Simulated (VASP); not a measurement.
Ho4Ti:

```xyz
5
Lattice="-3.1252 3.1252 3.1252 3.1252 -3.1252 3.1252 3.1252 3.1252 -3.1252" Properties=species:S:1:pos:R:3 pbc="T T T"
Ho    1.5626    1.5626    1.5626
Ho    1.5626    1.5626   -1.5626
Ho    1.5626   -1.5626    1.5626
Ho   -1.5626    1.5626    1.5626
Ti    0.0000    0.0000    0.0000
```

The cell was generated, and may not be a known phase.

| Item | Value |
| --- | --- |
| Program | VASP 6.6.1 |
| Task | relaxation of cell and atoms |
| Functional | PBE |
| Potentials or basis | VASP PAW PBE potentials, release 64 (Ho_3, Ti_sv), 4f in core |
| Cutoff | 500 eV |
| k mesh | 4 × 4 × 4 |
| Occupations | gaussian, width 0.2 eV |
| Spin | no spin polarisation |

At the start: pressure 14.8 GPa; volume 24.42 Å³/atom.

Problem. Where does the relaxation end?

Solution. Over 3 steps the energy falls by 318.1 meV/atom and the volume is 32.66 Å³/atom (+33.7 %); space group Im-3m (No. 229, to 0.1 Å) before and after.

Step by step:
```
step  energy change (eV)  largest force (eV/Å)  pressure (GPa)  volume (Å³)
   1              0.0000                0.0000           14.80       122.09
   2             -1.5853                0.0000           -0.57       166.43
   3             -1.5904                0.0000            0.07       163.29
```

Final structure:
```
Ho Ti
1.0
    -3.44327    3.44327    3.44327
     3.44327   -3.44327    3.44327
     3.44327    3.44327   -3.44327
Ho Ti
4 1
Cartesian
  1.7216 1.7216 1.7216
  1.7216 1.7216 -1.7216
  1.7216 -1.7216 1.7216
  -1.7216 1.7216 1.7216
  0.0000 0.0000 0.0000
```

Caveat: the volume moved by over 15 % at a fixed basis, so the end points are rough.
